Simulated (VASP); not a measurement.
Wanted: the native input for a VASP 6.6.1 run.

```
Task                   : single point
Functional             : LDA
Potentials or basis    : VASP PAW LDA potentials, release 64 (Co)
Cutoff                 : 520 eV
k mesh                 : 17 × 17 × 17
Occupations            : fermi-dirac, width 0.08 eV
Spin                   : collinear spin, ferromagnetic start
Starting moments       : [1.7] μB
Dipole correction      : no
Further INCAR settings : ALGO = Normal; EDIFF = 1e-06; NBANDS = 14
```

The structure of Co lies in POSCAR:

```
Co
1.0
    2.2395248615      0.0000000000      0.0000000000
    0.0000000000      2.2395248615      0.0000000000
    0.0000000000      0.0000000000      2.2395248615
Co
1
Direct
    0.0000000000      0.0000000000      0.0000000000
```

This isn't the form of Co at room conditions, which is hcp.

One way to write it, as run:

INCAR

```
PREC = Accurate ; ENCUT = 520
EDIFF = 1E-6 ; ISMEAR = -1
SIGMA = 0.08 ; LREAL = False
LASPH = True ; NELM = 150
ALGO = Normal ; ISIF = 2
LWAVE = False ; LCHARG = False
ISPIN = 2 ; MAGMOM = 1.7
LORBIT = 11 ; LMAXMIX = 4
GGA = CA ; NBANDS = 14
```

KPOINTS

```
regular mesh
0
Gamma
  17 17 17
```

Potentials or basis: VASP PAW LDA potentials, release 64 (Co).

Launch:

```console
$ cat potpaw_LDA.64/Co/POTCAR > POTCAR
$ mpirun -np 1 vasp_std > vasp.out
```

Results of the run:

| Property | Result |
| --- | --- |
| Pressure | 2.9 GPa |
| Net moment | 1.45 μB per cell |
| Site moments | Co +1.44 μB |
| Valence electrons inside the program's atomic spheres | Co 8.41 |

It took 45 s on 1 thread of Intel(R) Xeon(R) Platinum 8488C (Sapphire Rapids), on a shared host, peak memory 0.14 GiB.
